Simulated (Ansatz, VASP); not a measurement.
Two plane-wave programs on Os

File INCAR:

```
SYSTEM = Os
ALGO = Normal
EDIFF = 1E-8
ENCUT = 520
GGA = PE
ISIF = 2
ISMEAR = -1
LASPH = .TRUE.
LCHARG = .FALSE.
LEFG = .TRUE.
LREAL = .FALSE.
LWAVE = .FALSE.
NBANDS = 15
NELM = 60
PREC = Accurate
SIGMA = 0.08
```

KPOINTS

```
k-points
0
G
  17 17 10
  0 0 0
```

POSCAR

```
Os
1.0
    2.6787611451      0.0000000000      0.0000000000
   -1.3393805726      2.3198752024      0.0000000000
    0.0000000000      0.0000000000      4.2322682500
Os
2
Direct
    0.3333333333      0.6666666667      0.2500000000
    0.6666666667      0.3333333333      0.7500000000
```

Input for Ansatz:

```yaml
crystal:
  lattice:
    - [2.6787611451, 0.0, 0.0]
    - [-1.3393805726, 2.3198752024, 0.0]
    - [0.0, 0.0, 4.23226825]
  atoms:
    - { symbol: Os, position: [0.3333333333, 0.6666666667, 0.25] }
    - { symbol: Os, position: [0.6666666667, 0.3333333333, 0.75] }
kpoints:
  mp_grid: { grid: [17, 17, 10] }
scf:
  occupations: { method: fermi_dirac, width: 0.08 }
hamiltonian:
  xc: pbe
  pseudopotentials: { kind: paw }
output:
  forces: true
  stress: true
  eigenvalues: true
  efg: { contact_densities: true }
```

Change from the starting cell: volume scaled by 0.9405, PAW files.

Alike in both runs: task electric field gradients; functional PBE; k mesh 17 × 17 × 10; occupations fermi-dirac, width 0.08 eV; no spin polarisation.

|  | VASP | Ansatz |
| --- | --- | --- |
| version | VASP 6.6.1 | Ansatz 0.2.0 |
| potentials or method | VASP PAW PBE potentials, release 64 (Os) | PAW with Ansatz's default frozen-core files, scalar-relativistic |
| plane-wave cutoff (eV) | 520 | 420 |
| valence electrons in the cell | 16 | 32 |

|  | VASP | Ansatz | Ansatz less VASP |
| --- | --- | --- | --- |
| pressure (GPa) | 40.7 | 39.9 | -0.82 |
| traceless stress, the component that is largest in VASP (GPa) | 1.21 | 1.31 | +0.106 |
| size of Vzz on the site where it differs most (V/Å²) | 88.3 | 66.3 | -21.97 |

Both programs put the cell under a high pressure, so it lies far from rest at this level. With one functional, cell and mesh, what is left measures potentials, basis and numerics. VASP's potentials hold 16 valence electrons a cell and Ansatz's 32, so a difference there can come from the potentials and not from the codes.

Neither program's run includes spin-orbit coupling.
